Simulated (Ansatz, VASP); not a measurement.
## Two plane-wave programs on NaCl

INCAR

```
SYSTEM = NaCl
ALGO     = Normal         ! electronic algorithm
EDIFF    = 1E-6           ! SCF threshold, eV
ENCUT    = 520            ! plane-wave cutoff, eV
GGA      = PE             ! functional
ISIF     = 2              ! what is computed and relaxed
ISMEAR   = -1             ! smearing method
LASPH    = .TRUE.         ! aspherical terms in the spheres
LCHARG   = .TRUE.         ! write CHGCAR
LELF     = .TRUE.         ! ELF
LREAL    = .FALSE.        ! projectors in reciprocal space
LVHAR    = .TRUE.       
LWAVE    = .FALSE.        ! write WAVECAR
NBANDS   = 22             ! bands
NELM     = 100            ! most SCF steps
PREC     = Accurate       ! precision mode
SIGMA    = 0.02           ! smearing width, eV
```

KPOINTS

```
k-points
0
G
  6 6 6
  0 0 0
```

Contents of POSCAR:

```
NaCl
1.0
    4.7210773642      0.0000000000      0.0000000000
   -2.3605386821      4.0885729306      0.0000000000
    0.0000000000      0.0000000000      5.2737459728
Na Cl
2 2
Direct
    0.3333333333      0.6666666667     -0.0625000000
    0.6666666667      0.3333333333      0.4375000000
    0.3333333333      0.6666666667      0.4375000000
    0.6666666667      0.3333333333      0.9375000000
```

Input for Ansatz:

```yaml
crystal:
  lattice:
    - [4.7210773642, 0.0, 0.0]
    - [-2.3605386821, 4.0885729306, 0.0]
    - [0.0, 0.0, 5.2737459728]
  atoms:
    - { symbol: Na, position: [0.3333333333, 0.6666666667, -0.0625] }
    - { symbol: Na, position: [0.6666666667, 0.3333333333, 0.4375] }
    - { symbol: Cl, position: [0.3333333333, 0.6666666667, 0.4375] }
    - { symbol: Cl, position: [0.6666666667, 0.3333333333, 0.9375] }
kpoints:
  mp_grid: { grid: [6, 6, 6] }
  band_path:
    path:
      - [0.0, 0.0, 0.0]
      - [0.5, 0.0, 0.0]
      - [0.3333333333, 0.3333333333, 0.0]
      - [0.0, 0.0, 0.5]
      - [0.5, 0.0, 0.5]
      - [0.3333333333, 0.3333333333, 0.5]
    npoints: 1
hamiltonian:
  xc: pbe
scf:
  occupations: { method: fermi_dirac, width: 0.02 }
  n_extra_bands: 5
output:
  forces: true
  stress: true
  eigenvalues: true
  write_density: true
  write_potential: true
  elf: true
  volumetric_format: npy
```

Change from the starting cell: uniaxial_z strain -5.3%.

Alike in both runs: task single point; functional PBE; k mesh 6 × 6 × 6; occupations fermi-dirac, width 0.02 eV; no spin polarisation.

|  | VASP | Ansatz |
| --- | --- | --- |
| version | VASP 6.6.1 | Ansatz 0.2.0 |
| potentials or method | VASP PAW PBE potentials, release 64 (Na_pv, Cl) | plane waves, PAW |
| plane-wave cutoff (eV) | 520 | 420 |
| valence electrons in the cell | 28 | 32 |

|  | VASP | Ansatz | Ansatz less VASP |
| --- | --- | --- | --- |
| gap on the k mesh at the Fermi level (eV) | 5.01 | 5.01 | +0.002 |
| pressure (GPa) | 2.6 | 2.6 | +0.02 |
| traceless stress, the component that is largest in VASP (GPa) | 2.34 | 2.32 | -0.019 |

The functional is the same, so the differences come from potentials, cutoffs and numerics. VASP's potentials hold 28 valence electrons a cell and Ansatz's 32, so a difference there can come from the potentials and not from the codes.
